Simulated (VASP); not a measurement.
# AlCo (zincblende type) (F-43m) in VASP: a series of runs

The runs below take AlCo (zincblende type) through single point, with PBE.

Program: VASP 6.6.1. These are calculated values, not measurements. Logs are shortened: lines on timing, memory, paths and dates and some standing lists are left out, and cuts for length are marked.

## 1. The cell of the first run

The structure is cubic, space group F-43m (No. 216). The conventional cell has a = 4.716 Å, b = 4.716 Å, c = 4.716 Å, α = 90.00°, β = 90.00°, γ = 90.00°. Co (site symmetry -43m) has 4 Al at 2.04 Å within 2.7 Å. Al (site symmetry -43m) has 4 Co at 2.04 Å within 2.7 Å.

## 2. Single point, PBE

File INCAR:

```
SYSTEM = AlCo
PREC = Accurate ; ENCUT = 520
EDIFF = 1E-7 ; ISMEAR = -1
SIGMA = 0.08 ; LREAL = .False.
LASPH = .True. ; NELM = 100
ALGO = Normal ; ISIF = 2
LWAVE = .False. ; LCHARG = .False.
GGA = PE ; NBANDS = 13
```

File KPOINTS:

```
Automatic mesh
0
Gamma
  13 13 13
  0 0 0
```

File POSCAR:

```
AlCo
1.0
    0.0000000000      2.3580216471      2.3580216471
    2.3580216471      0.0000000000      2.3580216471
    2.3580216471      2.3580216471      0.0000000000
Co Al
1 1
Direct
    0.0000000000      0.0000000000      0.0000000000
    0.2500000000      0.2500000000      0.2500000000
```

Potentials or basis: VASP PAW PBE potentials, release 64 (Co, Al).

The run is started by

```console
> cat potpaw_PBE.64/Co/POTCAR potpaw_PBE.64/Al/POTCAR > POTCAR
> mpirun -np 1 vasp_std > vasp.out
```

OUTCAR:

```text
SYSTEM = AlCo
   PREC = Accurate
   ENCUT = 520
   EDIFF = 1E-7
   ISMEAR = -1
   LREAL = .False.
   LASPH = .True.
   NELM = 100
   ISIF = 2
   GGA = PE

 ion  position               nearest neighbor table
   1  0.000  0.000  0.000-   2 2.04   2 2.04   2 2.04   2 2.04
   2  0.250  0.250  0.250-   1 2.04   1 2.04   1 2.04   1 2.04

  LATTYP: Found a face centered cubic cell.
 ALAT       =     4.7160432942

  Lattice vectors:

 A1 = (   0.0000000000,   2.3580216471,   2.3580216471)
 A2 = (   2.3580216471,   0.0000000000,   2.3580216471)
 A3 = (   2.3580216471,   2.3580216471,   0.0000000000)

Analysis of symmetry for initial positions (statically):
=====================================================================
 Subroutine PRICEL returns:
 Original cell was already a primitive cell.

 Routine SETGRP: Setting up the symmetry group for a
 face centered cubic supercell.

 Subroutine GETGRP returns: Found 24 space group operations
 (whereof 24 operations were pure point group operations)
 out of a pool of 48 trial point group operations.

The static configuration has the point symmetry T_d .

Analysis of symmetry for dynamics (positions and initial velocities):
=====================================================================
 Subroutine PRICEL returns:
 Original cell was already a primitive cell.

 Routine SETGRP: Setting up the symmetry group for a
 face centered cubic supercell.

 Subroutine GETGRP returns: Found 24 space group operations
 (whereof 24 operations were pure point group operations)
 out of a pool of 48 trial point group operations.

The dynamic configuration has the point symmetry T_d .

 Subroutine INISYM returns: Found 24 space group operations
 (whereof 24 operations are pure point group operations),
 and found     1 'primitive' translations

----------------------------------------------------------------------------------------

                                     Primitive cell

  volume of cell :      26.2225

  direct lattice vectors                    reciprocal lattice vectors
     0.000000000  2.358021647  2.358021647    -0.212042159  0.212042159  0.212042159
     2.358021647  0.000000000  2.358021647     0.212042159 -0.212042159  0.212042159
     2.358021647  2.358021647  0.000000000     0.212042159  0.212042159 -0.212042159

  length of vectors
     3.334746194  3.334746194  3.334746194     0.367267792  0.367267792  0.367267792

  position of ions in fractional coordinates (direct lattice)
     0.000000000  0.000000000  0.000000000
     0.250000000  0.250000000  0.250000000

  ion indices of the primitive-cell ions
   primitive index   ion index
                 1           1
                 2           2

----------------------------------------------------------------------------------------

 KPOINTS: Automatic mesh

Automatic generation of k-mesh.
 Grid dimensions read from file:
 generate k-points for:   13   13   13

 Generating k-lattice:

  Cartesian coordinates                     Fractional coordinates (reciprocal lattice)
    -0.016310935  0.016310935  0.016310935     0.076923077  0.000000000  0.000000000
     0.016310935 -0.016310935  0.016310935     0.000000000  0.076923077  0.000000000
     0.016310935  0.016310935 -0.016310935     0.000000000  0.000000000  0.076923077

  Length of vectors
     0.028251369  0.028251369  0.028251369

  Shift w.r.t. Gamma in fractional coordinates (k-lattice)
     0.000000000  0.000000000  0.000000000

 Subroutine IBZKPT returns following result:
 ===========================================

 Found     84 irreducible k-points:

 Following reciprocal coordinates:
            Coordinates               Weight
  0.000000  0.000000  0.000000      1.000000
  0.076923  0.000000  0.000000      8.000000
  0.153846  0.000000  0.000000      8.000000
  0.230769  0.000000  0.000000      8.000000
  0.307692  0.000000  0.000000      8.000000
  0.384615  0.000000  0.000000      8.000000
[... 16 lines left out ...]
  0.384615  0.153846  0.000000     24.000000
  0.461538  0.153846  0.000000     24.000000
 [... further k-points ...]
   k-points           NKPTS =     84   k-points in BZ     NKDIM =     84   number of bands    NBANDS=     13
   number of dos      NEDOS =    301   number of ions     NIONS =      2
   total plane-waves  NPLWV =  21952
   dimension x,y,z NGX =    28 NGY =   28 NGZ =   28
   dimension x,y,z NGXF=    56 NGYF=   56 NGZF=   56
   ions per type =               1   1
   NGX,Y,Z   is equivalent  to a cutoff of  13.96, 13.96, 13.96 a.u.
   NGXF,Y,Z  is equivalent  to a cutoff of  27.92, 27.92, 27.92 a.u.
 SYSTEM =  AlCo
   PREC   = accura    normal or accurate (medium, high low for compatibility)
   ISTART =      0    job   : 0-new  1-cont  2-samecut
   ICHARG =      2    charge: 1-file 2-atom 10-const
   ISPIN  =      1    spin polarized calculation?
   LNONCOLLINEAR =      F non collinear calculations
   LSORBIT =      F    spin-orbit coupling
   LASPH  =      T    aspherical Exc in radial PAW
   ENCUT  =  520.0 eV  38.22 Ry    6.18 a.u.   6.20  6.20  6.20*2*pi/ulx,y,z
   NELM   =    100;   NELMIN=  2; NELMDL= -5     # of ELM steps
   EDIFF  = 0.1E-06   stopping-criterion for ELM
   LREAL  =      F    real-space projection
   EDIFFG = 0.1E-05   stopping-criterion for IOM
   NSW    =      0    number of steps for IOM
   IBRION =     -1    ionic relax: 0-MD 1-quasi-New 2-CG
   NFREE  =      0    steps in history (QN), initial steepest desc. (CG)
   ISIF   =      2    stress and relaxation
   ISYM   =      2    0-nonsym 1-usesym 2-fastsym
   POTIM  = 0.5000    time-step for ionic-motion
   TEBEG  =    0.0;   TEEND  =   0.0 temperature during run
   PSTRESS=    0.0 pullay stress
   NELECT =      12.0000    total number of electrons
   NUPDOWN=      -1.0000    fix difference up-down
   EMIN   =  10.00;   EMAX   =-10.00  energy-range for DOS
   EFERMI =   0.00;   METHOD = LEGACY
   ISMEAR =    -1;   SIGMA  =   0.08  broadening in eV -4-tet -1-fermi 0-gaus
   EFERMI_NEDOS =   21; number of points for ismear=-14 and -15
   IALGO  =     38    algorithm
   IMIX   =      4    mixing-type and parameters
     AMIX     =   0.40;   BMIX     =  1.00
     AMIX_MAG =   1.60;   BMIX_MAG =  1.00
  volume/ion in A,a.u.               =      13.11        88.48
  Fermi-wavevector in a.u.,A,eV,Ry     =   1.261568  2.384019 21.654417  1.591555
  Thomas-Fermi vector in A             =   2.395021
   LORBIT       =      0    0 simple, 1 ext, 2 COOP (PROOUT), +10 PAW based schemes
   GGA     = PE    functional components
[... 5 lines left out ...]
 non-spin polarized calculation
  energy-cutoff  :      520.00
  volume of cell :       26.22
 maximum number of plane-waves:       725
 NGX is ok and might be reduce to    28
   NGX = 13   NGY = 13   NGZ = 13

 number of electron      12.0000000 magnetization

 Free energy of the ion-electron system (eV)
  ---------------------------------------------------
  ext. energy  EPLUGINS =         0.00000000
  ---------------------------------------------------
  free energy    TOTEN  =        -7.56496699 eV

  energy without entropy =       -7.54876842  energy(sigma->0) =       -7.55686770

 E-fermi :   8.1462     XC(G=0): -11.3902

 val. band max:        7.9307281015   @ k =  -0.3846   0.4615   0.1538
 cond. band min:       8.1557415753   @ k =  -0.3077   0.4615   0.2308
 fundamental gap:      0.2250134738
 Fermi energy:         8.1462395146

 k-point     1 :       0.0000    0.0000    0.0000
  band No.  band energies     occupation
      1      -1.0769      2.00000
      2       6.2960      2.00000
      3       6.2960      2.00000
      4       6.2960      2.00000
      5       7.2525      1.99997
      6       7.2525      1.99997
      7      17.4757      0.00000
      8      17.4757      0.00000
      9      17.4757      0.00000
     10      19.6730      0.00000
     11      19.6730      0.00000
     12      19.6730      0.00000
     13      22.6380      0.00000

 k-point     2 :       0.0769    0.0000    0.0000
  band No.  band energies     occupation
      1      -0.9549      2.00000
      2       6.2588      2.00000
      3       6.3230      2.00000
      4       6.3230      2.00000
      5       7.2397      1.99998
      6       7.2397      1.99998
      7      16.2267      0.00000
      8      17.2798      0.00000
      9      17.2798      0.00000
     10      19.9376      0.00000
     11      19.9376      0.00000
     12      20.1416      0.00000
     13      22.8281      0.00000

 k-point     3 :       0.1538    0.0000    0.0000
  band No.  band energies     occupation
      1      -0.5922      2.00000
      2       6.1484      2.00000
      3       6.3881      2.00000
      4       6.3881      2.00000
      5       7.2188      1.99998
      6       7.2188      1.99998
      7      14.1643      0.00000
      8      16.8678      0.00000
      9      16.8678      0.00000
     10      20.2324      0.00000
     11      20.3680      0.00000
     12      20.3680      0.00000
     13      22.8950      0.00000
[... 305 lines left out ...]
 k-point    23 :       0.3846    0.1538    0.0000
  band No.  band energies     occupation
      1       1.5000      2.00000
      2       5.5413      2.00000
      3       6.3346      2.00000
      4       6.6099      2.00000
      5       7.2384      1.99998
      6       7.5581      1.99872
      7       9.9499      0.00000
      8      13.9272      0.00000
      9      14.6515      0.00000
     10      17.2612      0.00000
     11      21.0190      0.00000
     12      21.6137      0.00000
     13      22.8258      0.00000

 k-point    24 :       0.4615    0.1538    0.0000
  band No.  band energies     occupation
      1       2.4581      2.00000
      2       5.0645      2.00000
      3       6.2593      2.00000
      4       6.5951      2.00000
      5       7.4987      1.99939
      6       7.5916      1.99805
      7       8.6972      0.00204
      8      13.8404      0.00000
      9      13.9622      0.00000
     10      17.2485      0.00000
     11      21.0102      0.00000
     12      21.7714      0.00000
     13      23.5447      0.00000

 [... further k-points ...]

------------------------ aborting loop because EDIFF is reached ----------------------------------------

  FORCE on cell =-STRESS in cart. coord.  units (eV):
  Direction    XX          YY          ZZ          XY          YZ          ZX
  --------------------------------------------------------------------------------------
  -------------------------------------------------------------------------------------
  Total        8.2093678      8.2093678      8.2093678      0.0000000      0.0000000      0.0000000
  in kB      501.5877682    501.5877682    501.5877682      0.0000000      0.0000000      0.0000000
  external PRESSURE =     501.5877682 kB  Pullay stress =       0.0000000 kB

 VOLUME and BASIS-vectors are now :
 -----------------------------------------------------------------------------
  energy-cutoff  :      520.00
  volume of cell :       26.22
      direct lattice vectors                 reciprocal lattice vectors
     0.000000000  2.358021647  2.358021647    -0.212042159  0.212042159  0.212042159
     2.358021647  0.000000000  2.358021647     0.212042159 -0.212042159  0.212042159
     2.358021647  2.358021647  0.000000000     0.212042159  0.212042159 -0.212042159

 POSITION                                       TOTAL-FORCE (eV/Angst)
 -----------------------------------------------------------------------------------
      0.00000      0.00000      0.00000         0.000000      0.000000      0.000000
      1.17901      1.17901      1.17901        -0.000000     -0.000000     -0.000000
 -----------------------------------------------------------------------------------
    total drift:                                0.000001      0.000001      0.000001

  FREE ENERGIE OF THE ION-ELECTRON SYSTEM (eV)
  ---------------------------------------------------
  free  energy   TOTEN  =        -7.5649669870 eV

  energy  without entropy=       -7.5487684160  energy(sigma->0) =       -7.55686770
```

Run time: 44 s. Hardware: 1 thread of Intel Xeon 8259CL, shared host; peak memory 0.18 GiB.

What came out:

- Free energy: -7.5650 eV
- Pressure: 50.2 GPa
- Band gap on the k mesh: zero (band 6 reaches 8.19 eV, above the bottom of band 7 at 8.18 eV)

Levels at points of the mesh, in eV from the Fermi level:
| k point | band 4 | band 5 | band 6 | band 7 | band 8 | band 9 |
| --- | --- | --- | --- | --- | --- | --- |
| (0.00, 0.00, 0.00) | -1.85 | -0.89 | -0.89 | 9.33 | 9.33 | 9.33 |

## 3. Single point, PBE

File INCAR:

```
PREC = Accurate ; ENCUT = 520
EDIFF = 1E-6 ; ISMEAR = -1
SIGMA = 0.08 ; LREAL = False
LASPH = True ; NELM = 100
ALGO = Normal ; ISIF = 2
LWAVE = False ; LCHARG = False
GGA = PE ; NBANDS = 13
```

File KPOINTS:

```
Automatic mesh
0
Gamma
  13 13 13
```

File POSCAR:

```
AlCo
1.0
    0.0000000000      2.3574903343      2.3574903343
    2.3574903343      0.0000000000      2.3574903343
    2.3574903343      2.3574903343      0.0000000000
Co Al
1 1
Direct
    0.0000000000      0.0000000000      0.0000000000
    0.2500000000      0.2500000000      0.2500000000
```

Potentials or basis: VASP PAW PBE potentials, release 64 (Co, Al).

The run is started by

```console
> cat potpaw_PBE.64/Co/POTCAR potpaw_PBE.64/Al/POTCAR > POTCAR
> mpirun -np 1 vasp_std > vasp.out
```

Run time: 42 s. Hardware: 1 thread of Intel Xeon 8259CL, shared host; peak memory 0.18 GiB.

The run converged. Its results:

* Free energy: -7.5594 eV
* Pressure: 50.3 GPa
* Band gap on the k mesh: zero (band 6 reaches 8.20 eV, above the bottom of band 7 at 8.18 eV)

Levels at points of the mesh, in eV from the Fermi level:
```tsv
k point	band 2	band 3	band 4	band 5	band 6	band 7	band 8	band 9	band 10	band 11
(0.00, 0.00, 0.00)	-1.85	-1.85	-1.85	-0.90	-0.90	9.33	9.33	9.33	11.53	11.53
```

Spin polarisation is off, so any magnetic state and its effect on volume and gap are missing.
